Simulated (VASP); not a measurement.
# AlN (P6_3mc) in VASP: elastic constants with LDA

Aim: the elastic constants of AlN with LDA.

Program: VASP 6.6.1. These are calculated values, not measurements. Logs are shortened: lines on timing, memory, paths and dates and some standing lists are left out, and cuts for length are marked.

**1. The cell of the first run**

Symmetry: P6_3mc, No. 186, hexagonal system. The conventional cell has a = 3.089 Å, b = 3.089 Å, c = 4.943 Å, α = 90.00°, β = 90.00°, γ = 120.00°. Within 2.5 Å of Al (site symmetry 3m) lie 4 N at 1.88 to 1.89 Å. N (site symmetry 3m) has 4 Al at 1.88 to 1.89 Å within 2.5 Å.

**2. Elastic constants, LDA**

Input file INCAR:

```
SYSTEM = AlN
  PREC = Accurate
  ENCUT = 600
  EDIFF = 1E-8
  ISMEAR = 0
  SIGMA = 0.01
  LREAL = .FALSE.
  LASPH = .TRUE.
  NELM = 80
  ALGO = Normal
  ISIF = 3
  LWAVE = .FALSE.
  LCHARG = .FALSE.
  NBANDS = 16
  IBRION = 6
  NFREE = 2
  POTIM = 0.015
  NSW = 1
```

Input file KPOINTS:

```
Automatic mesh
0
G
  8 8 4
  0 0 0
```

Input file POSCAR:

```
AlN
1.0
    3.0887238307      0.0000000000      0.0000000000
   -1.5443619153      2.6749133026      0.0000000000
    0.0000000000      0.0000000000      4.9432742115
Al N
2 2
Direct
    0.3333333333      0.6666666667      0.0000092746
    0.6666666667      0.3333333333      0.5000092746
    0.3333333333      0.6666666667      0.3819907254
    0.6666666667      0.3333333333      0.8819907254
```

Potentials or basis: VASP PAW LDA potentials, release 64 (Al, N).

Run with:

```
cat potpaw_LDA.64/Al/POTCAR potpaw_LDA.64/N/POTCAR > POTCAR
mpirun -np 1 vasp_std > vasp.out
```

OUTCAR:

```text
SYSTEM = AlN
   PREC = Accurate
   ENCUT = 600
   EDIFF = 1E-8
   ISMEAR = 0
   LREAL = .FALSE.
   LASPH = .TRUE.
   NELM = 80
   ISIF = 3
   IBRION = 6
   NFREE = 2
   POTIM = 0.015
   NSW = 1

 ion  position               nearest neighbor table
   1  0.333  0.667  0.000-   4 1.88   4 1.88   4 1.88   3 1.89   2 3.05   2 3.05   2 3.05   2 3.05
                             2 3.05   2 3.05
   2  0.667  0.333  0.500-   3 1.88   3 1.88   3 1.88   4 1.89   1 3.05   1 3.05   1 3.05   1 3.05
                             1 3.05   1 3.05
   3  0.333  0.667  0.382-   2 1.88   2 1.88   2 1.88   1 1.89
   4  0.667  0.333  0.882-   1 1.88   1 1.88   1 1.88   2 1.89

  LATTYP: Found a hexagonal cell.
 ALAT       =     3.0887238307
 C/A-ratio  =     1.6004260926

  Lattice vectors:

 A1 = (   3.0887238307,   0.0000000000,   0.0000000000)
 A2 = (  -1.5443619153,   2.6749133026,   0.0000000000)
 A3 = (   0.0000000000,   0.0000000000,   4.9432742115)

Analysis of symmetry for initial positions (statically):
=====================================================================
 Subroutine PRICEL returns:
 Original cell was already a primitive cell.

 Routine SETGRP: Setting up the symmetry group for a
 hexagonal supercell.

 Subroutine GETGRP returns: Found 12 space group operations
 (whereof  6 operations were pure point group operations)
 out of a pool of 24 trial point group operations.

The static configuration has the point symmetry C_3v.
 The point group associated with its full space group is C_6v.

Analysis of symmetry for dynamics (positions and initial velocities):
=====================================================================
 Subroutine PRICEL returns:
 Original cell was already a primitive cell.

 Routine SETGRP: Setting up the symmetry group for a
 hexagonal supercell.

 Subroutine GETGRP returns: Found 12 space group operations
 (whereof  6 operations were pure point group operations)
 out of a pool of 24 trial point group operations.

The dynamic configuration has the point symmetry C_3v.
 The point group associated with its full space group is C_6v.

 Subroutine INISYM returns: Found 12 space group operations
 (whereof  6 operations are pure point group operations),
 and found     1 'primitive' translations

----------------------------------------------------------------------------------------

                                     Primitive cell

  volume of cell :      40.8417

  direct lattice vectors                    reciprocal lattice vectors
     3.088723831  0.000000000  0.000000000     0.323758308  0.186921946  0.000000000
    -1.544361915  2.674913303  0.000000000     0.000000000  0.373843892  0.000000000
     0.000000000  0.000000000  4.943274212     0.000000000  0.000000000  0.202295069

  length of vectors
     3.088723831  3.088723831  4.943274212     0.373843892  0.373843892  0.202295069

  position of ions in fractional coordinates (direct lattice)
     0.333333333  0.666666667  0.000009275
     0.666666667  0.333333333  0.500009275
     0.333333333  0.666666667  0.381990725
     0.666666667  0.333333333  0.881990725

  ion indices of the primitive-cell ions
   primitive index   ion index
                 1           1
                 2           2
                 3           3
                 4           4

----------------------------------------------------------------------------------------

 KPOINTS: Automatic mesh

Automatic generation of k-mesh.
 Grid dimensions read from file:
 generate k-points for:    8    8    4

 Generating k-lattice:

  Cartesian coordinates                     Fractional coordinates (reciprocal lattice)
     0.040469788  0.023365243  0.000000000     0.125000000 -0.000000000  0.000000000
     0.000000000  0.046730487  0.000000000     0.000000000  0.125000000  0.000000000
     0.000000000  0.000000000  0.050573767     0.000000000  0.000000000  0.250000000

  Length of vectors
     0.046730487  0.046730487  0.050573767

  Shift w.r.t. Gamma in fractional coordinates (k-lattice)
     0.000000000  0.000000000  0.000000000

 Subroutine IBZKPT returns following result:
 ===========================================

 Found     30 irreducible k-points:
[... 63 lines left out ...]
   IALGO  =     38    algorithm
   IMIX   =      4    mixing-type and parameters
     AMIX     =   0.40;   BMIX     =  1.00
     AMIX_MAG =   1.60;   BMIX_MAG =  1.00
  volume/ion in A,a.u.               =      10.21        68.90
  Fermi-wavevector in a.u.,A,eV,Ry     =   1.197881  2.263667 19.523255  1.434919
  Thomas-Fermi vector in A             =   2.333784
   LORBIT       =      0    0 simple, 1 ext, 2 COOP (PROOUT), +10 PAW based schemes
   GGA     = CA    functional components
   LHFCALC =     F    Hartree Fock is set to
   AEXX    =    0.0000 exact exchange contribution
   IVDW    =     0    specifies the selected vdW correction
   LEPSILON=     F    determine dielectric tensor
   LRPA    =     F    only Hartree local field effects (RPA)
 finite differences with symmetry
 non-spin polarized calculation
 Gauss-broadening in eV      SIGMA  =   0.01
  energy-cutoff  :      600.00
  volume of cell :       40.84
 maximum number of plane-waves:      1387
 NGX is ok and might be reduce to    28
   NGX = 13   NGY = 13   NGZ = 19

--------------------------------------- Ionic step        1  -------------------------------------------

 number of electron      15.9999999 magnetization

 Free energy of the ion-electron system (eV)
  ---------------------------------------------------
  ext. energy  EPLUGINS =         0.00000000
  ---------------------------------------------------
  free energy    TOTEN  =       -32.84223849 eV

  energy without entropy =      -32.84223849  energy(sigma->0) =      -32.84223849

------------------------ aborting loop because EDIFF is reached ----------------------------------------

  FORCE on cell =-STRESS in cart. coord.  units (eV):
  Direction    XX          YY          ZZ          XY          YZ          ZX
  --------------------------------------------------------------------------------------
  -------------------------------------------------------------------------------------
  Total        0.1428590      0.1428590      0.1357362      0.0000000     -0.0000000     -0.0000000
  in kB        5.6042123      5.6042123      5.3247920      0.0000000     -0.0000000     -0.0000000
  external PRESSURE =       5.5110722 kB  Pullay stress =       0.0000000 kB
[... 95 lines left out ...]
  FREE ENERGIE OF THE ION-ELECTRON SYSTEM (eV)
  ---------------------------------------------------
  free  energy   TOTEN  =       -32.8258601931 eV

  energy  without entropy=      -32.8258601931  energy(sigma->0) =      -32.82586019

[... ionic steps 4 to 18 ...]

--------------------------------------- Ionic step       19  -------------------------------------------

 number of electron      15.9999999 magnetization

------------------------ aborting loop because EDIFF is reached ----------------------------------------
[... 71 lines left out ...]
--------------------------------------- Ionic step       21  -------------------------------------------

 number of electron      16.0000000 magnetization

 Free energy of the ion-electron system (eV)
  ---------------------------------------------------
  ext. energy  EPLUGINS =         0.00000000
  ---------------------------------------------------
  free energy    TOTEN  =       -32.83988361 eV

  energy without entropy =      -32.83988361  energy(sigma->0) =      -32.83988361

 E-fermi :   6.1430     XC(G=0): -11.3432

 val. band max:        6.0900304767   @ k =   0.0000   0.0000   0.0000
 cond. band min:      10.5356759296   @ k =   0.0000   0.0000   0.0000
 fundamental gap:      4.4456454529
 Fermi energy:         6.1429563039

 k-point     1 :       0.0000    0.0000    0.0000
  band No.  band energies     occupation
      1      -9.0590      2.00000
      2      -6.7639      2.00000
      3      -0.0476      2.00000
      4       5.2347      2.00000
      5       5.2347      2.00000
      6       5.8967      2.00000
[... 433 lines left out ...]
      3       0.8943      2.00000
      4       0.9190      2.00000
      5       4.5572      2.00000
      6       4.5861      2.00000
[... 8 lines left out ...]
     15      19.2650      0.00000
     16      19.3943      0.00000

 [... further k-points ...]
[... 5 lines left out ...]
  --------------------------------------------------------------------------------------
  -------------------------------------------------------------------------------------
  Total        0.0543094      0.0543094      0.3439981      0.0000000      0.0000000      0.0000000
  in kB        2.1305017      2.1305017     13.4946985      0.0000000      0.0000000      0.0000000
  external PRESSURE =       5.9185673 kB  Pullay stress =       0.0000000 kB
[... 19 lines left out ...]
  FREE ENERGIE OF THE ION-ELECTRON SYSTEM (eV)
  ---------------------------------------------------
  free  energy   TOTEN  =       -32.8398836085 eV

  energy  without entropy=      -32.8398836085  energy(sigma->0) =      -32.83988361

 INTERNAL STRAIN TENSORS FROM STRAINED CELLS
 ============================================

 INTERNAL STRAIN TENSOR FOR ION    1 for displacements in x,y,z  (eV/Angst):
          X           Y           Z          XY          YZ          ZX
  --------------------------------------------------------------------------------
  x    -0.00000     0.00000     0.00000    -9.67284    -0.00000    -5.74656
  y    -9.70063     9.72048    -0.00000    -0.00005    -5.73787     0.00000
  z    -5.99219    -6.00394    13.31991    -0.00034    -0.00612    -0.00015

 INTERNAL STRAIN TENSORS FROM DISPLACED ATOMS
 ============================================

 INTERNAL STRAIN TENSOR FOR ION    1 for displacements in x,y,z  (eV/Angst):
          X           Y           Z          XY          YZ          ZX
  --------------------------------------------------------------------------------
  x    -0.00000     0.00000     0.00000    -9.68734    -0.00000    -5.74158
  y    -9.68734     9.68734     0.00000     0.00000    -5.74158    -0.00000
  z    -5.97453    -5.97453    13.26297    -0.00000     0.00000    -0.00000

 INTERNAL STRAIN TENSOR FOR ION    4 for displacements in x,y,z  (eV/Angst):
          X           Y           Z          XY          YZ          ZX
  --------------------------------------------------------------------------------
  x     0.00000    -0.00000    -0.00000    11.27620     0.00000     5.74530
  y    11.27620   -11.27620     0.00000    -0.00000     5.74530     0.00000
  z     5.97933     5.97933   -13.26923     0.00000     0.00000    -0.00000

 Eigenvectors and eigenvalues of the dynamical matrix
 ----------------------------------------------------

   1 f  =   21.992861 THz   138.185223 2PiTHz  733.602891 cm-1    90.955125 meV
             X         Y         Z           dx          dy          dz
     -0.000000  1.783276  0.000046     0.000000   -0.000000    0.011050
      1.544362  0.891638  2.471683     0.000000   -0.000000   -0.011050
     -0.000000  1.783276  1.888285    -0.000000    0.000000   -0.707020
      1.544362  0.891638  4.359922    -0.000000    0.000000    0.707020
[... 71 lines left out ...]
  12 f/i=    0.000896 THz     0.005631 2PiTHz    0.029894 cm-1     0.003706 meV
             X         Y         Z           dx          dy          dz
     -0.000000  1.783276  0.000046    -0.187450   -0.542277    0.000000
      1.544362  0.891638  2.471683    -0.187450   -0.542277    0.000000
     -0.000000  1.783276  1.888285    -0.135019   -0.390600    0.000000
      1.544362  0.891638  4.359922    -0.135019   -0.390600    0.000000

--------------------------------------------------------------------------------------------------------

 ELASTIC MODULI CONTR FROM IONIC RELAXATION (kBar)
 Direction    XX          YY          ZZ          XY          YZ          ZX
 --------------------------------------------------------------------------------
 XX        -801.4651    380.3152    467.3816     -0.0000     -0.0000     -0.0000
 YY         380.3152   -801.4651    467.3816     -0.0000      0.0000      0.0000
 ZZ         467.3816    467.3816  -1037.3768      0.0000      0.0000      0.0000
 XY          -0.0000     -0.0000      0.0000   -590.8902     -0.0000     -0.0000
 YZ          -0.0000      0.0000      0.0000     -0.0000   -162.8613     -0.0000
 ZX          -0.0000      0.0000      0.0000      0.0000     -0.0000   -162.8613
 --------------------------------------------------------------------------------

 TOTAL ELASTIC MODULI (kBar)
 Direction    XX          YY          ZZ          XY          YZ          ZX
 --------------------------------------------------------------------------------
 XX        3986.1986   1464.0719   1140.6384      0.0000     -0.0000     -0.0000
 YY        1464.0719   3986.1986   1140.6384      0.0000      0.0000      0.0000
 ZZ        1140.6384   1140.6384   3715.2353      0.0000      0.0000      0.0000
 XY           0.0000      0.0000      0.0000   1261.0633     -0.0000     -0.0000
 YZ          -0.0000      0.0000      0.0000     -0.0000   1153.6857      0.0000
 ZX          -0.0000      0.0000      0.0000      0.0000      0.0000   1153.6857
 --------------------------------------------------------------------------------
```

Wall time 6.8 min (1 thread of AMD EPYC 9R45 (Zen 5), shared host); peak memory 0.26 GiB.

What came out:

```
Voigt bulk modulus                                      : 213 GPa
Highest phonon frequency at Γ, LO-TO splitting left out : 734 cm⁻¹
```

Phonon frequencies in cm⁻¹ (negative: imaginary):
| q point | frequencies |
| --- | --- |
| (0.000, 0.000, 0.000) | 0 0 0 239 239 555 627 674 674 685 685 734 |

Elastic tensor in Voigt notation (GPa, in the Cartesian axes of the cell as first typed):
```
399 146 114   0   0   0
146 399 114   0   0   0
114 114 372   0   0   0
  0   0   0 115   0   0
  0   0   0   0 115   0
  0   0   0   0   0 126
```

Clamped-ion elastic tensor (GPa):
```
479 108  67   0   0   0
108 479  67   0   0   0
 67  67 475   0   0   0
  0   0   0 132   0   0
  0   0   0   0 132   0
  0   0   0   0   0 185
```
